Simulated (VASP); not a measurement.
# AlNi3: single point with PBEsol

The system is AlNi3.

```xyz
4
Lattice="0.0000 2.4836 2.7984 3.1132 0.0000 2.7984 3.1132 2.4836 0.0000" Properties=species:S:1:pos:R:3 pbc="T T T"
Al    3.1132    2.4836    2.7984
Ni    1.5566    1.2418    1.3992
Ni    0.0000    0.0000    0.0000
Ni    4.6698    3.7254    4.1976
```

This cell differs from its parent crystal: strain +0.1125 x Voigt [1, -1, 0, 0, 0, 0].

* Program: VASP 6.6.1
* Task: single point
* Functional: PBEsol
* Potentials or basis: VASP PAW PBE potentials, release 64 (Al, Ni)
* Cutoff: 520 eV
* k mesh: 14 × 14 × 14
* Occupations: gaussian, width 0.15 eV
* Spin: no spin polarisation

The pressure is 4.0 GPa. The band gap on the k mesh is zero (an odd number of electrons rules out a gap without spin polarisation).

Stress tensor (GPa, compression positive):
```
 3.02  0.00  0.00
 0.00 12.68  0.00
 0.00  0.00 -3.59
```

Levels at points of the mesh, in eV from the Fermi level:
```tsv
k point	band 12	band 13	band 14	band 15	band 16	band 17	band 18	band 19	band 20	band 21
(0.00, 0.00, 0.00)	-0.79	-0.76	-0.69	-0.38	-0.23	3.92	5.39	5.53	5.79	6.01
(0.50, 0.00, 0.00)	-1.52	-1.00	-0.90	-0.62	-0.25	-0.06	3.07	4.01	4.64	5.40
(0.50, 0.50, 0.00)	-1.05	-0.87	-0.71	-0.71	-0.44	-0.25	-0.14	0.00	4.85	4.97
(0.50, 0.00, 0.50)	-1.48	-1.37	-1.16	-0.67	-0.62	-0.45	-0.45	1.06	3.40	3.81
(0.00, 0.50, 0.50)	-0.72	-0.54	-0.48	-0.42	-0.39	-0.15	-0.09	-0.07	5.65	6.01
```

It took 4 min on 1 thread of Intel(R) Xeon(R) 6975P-C (Granite Rapids), with other jobs on the host, peak memory 0.46 GiB.

Caveat: the cell differs from its parent crystal (strain +0.1125 x Voigt [1, -1, 0, 0, 0, 0]); the cell stands under pressure; the PAW data sets were made with another functional, which shifts forces and pressure a little. Spin polarisation is off, so any magnetic state and its effect on volume and gap are missing.
